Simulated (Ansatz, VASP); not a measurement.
Hg: VASP beside Ansatz

```
Hg
1.0
     1.71384    0.97900    2.22036
    -1.74616    0.99630    2.23766
    -0.00118   -2.00880    2.24399
Hg
1
Direct
  0.00000 0.00000 0.00000
```

Change from the starting cell: equal xy, yz and zx shear strains of -1 %, PAW files.

Alike in both runs: task electric field gradients; functional LDA; k mesh 12 × 12 × 12; occupations fermi-dirac, width 0.03 eV; no spin polarisation.

|  | VASP | Ansatz |
| --- | --- | --- |
| version | VASP 6.6.1 | Ansatz 0.2.0 |
| potentials or method | VASP PAW LDA potentials, release 64 (Hg) | PAW with Ansatz's default frozen-core files, scalar-relativistic |
| plane-wave cutoff (eV) | 520 | 420 |
| valence electrons in the cell | 12 | 20 |

VASP gave:

| Property | Result |
| --- | --- |
| pressure (GPa) | -1.1 |
| traceless stress, the component that is largest in VASP (GPa) | -0.55 |
| size of Vzz on the site where it differs most (V/Å²) | 151.2 |

Q: What did Ansatz give for the same quantities?

A: Pressure (GPa): -1.6; traceless stress, the component that is largest in VASP (GPa): -0.86; size of Vzz on the site where it differs most (V/Å²): 120.7.

LDA's correlation is that of Perdew and Zunger in VASP and of Perdew and Wang (1992) in Ansatz. VASP's potentials hold 12 valence electrons a cell and Ansatz's 20, so a difference there can come from the potentials and not from the codes.

Neither program's run includes spin-orbit coupling.
